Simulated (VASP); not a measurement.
Wanted: the native input for a VASP 6.6.1 run.

| Property | Result |
| --- | --- |
| Task | single point |
| Functional | PBE |
| Potentials or basis | VASP PAW PBE potentials, release 64 (Hf_pv, Al, B) |
| Cutoff | 520 eV |
| k mesh | 15 × 15 × 6 |
| Occupations | gaussian, width 0.1 eV |
| Spin | no spin polarisation |
| Dipole correction | no |
| Further INCAR settings | ALGO = Normal; EDIFF = 1e-06; NBANDS = 22 |

The structure of HfAlB4 lies in POSCAR:

```
HfAlB4
1.0
    3.0525139577      0.0000000000      0.0000000000
   -1.5262569788      2.6435546328      0.0000000000
    0.0000000000      0.0000000000      6.9179602579
Hf Al B
1 1 4
Direct
    0.0000000000      0.0000000000      0.0000000000
    0.0000000000      0.0000000000      0.5000000000
    0.3333333333      0.6666666667      0.2645464359
    0.3333333333      0.6666666667      0.7354535641
    0.6666666667      0.3333333333      0.2645464359
    0.6666666667      0.3333333333      0.7354535641
```

One way to write it, as run:

INCAR

```
SYSTEM = HfAlB4
PREC     = Accurate       ! precision mode
ENCUT    = 520            ! plane-wave cutoff, eV
EDIFF    = 1E-6           ! SCF threshold, eV
ISMEAR   = 0              ! smearing method
SIGMA    = 0.1            ! smearing width, eV
LREAL    = .FALSE.        ! projectors in reciprocal space
LASPH    = .TRUE.         ! aspherical terms in the spheres
NELM     = 100            ! most SCF steps
ALGO     = Normal         ! electronic algorithm
ISIF     = 2              ! what is computed and relaxed
LWAVE    = .FALSE.        ! write WAVECAR
LCHARG   = .FALSE.        ! write CHGCAR
GGA      = PE             ! functional
NBANDS   = 22             ! bands
```

KPOINTS

```
regular mesh
0
G
  15 15 6
  0 0 0
```

Potentials or basis: VASP PAW PBE potentials, release 64 (Hf_pv, Al, B).

Command:

```bash
$ cat potpaw_PBE.64/Hf_pv/POTCAR potpaw_PBE.64/Al/POTCAR potpaw_PBE.64/B/POTCAR > POTCAR
$ mpirun -np 1 vasp_std > vasp.out
```

Results of the run:

```json
{"Pressure": "-0.3 GPa", "Largest force": "0.014 eV/Å"}
```

Run time: 48 s on 1 thread of Intel(R) Xeon(R) Platinum 8559C (Emerald Rapids), with other jobs on the host, peak memory 0.27 GiB.
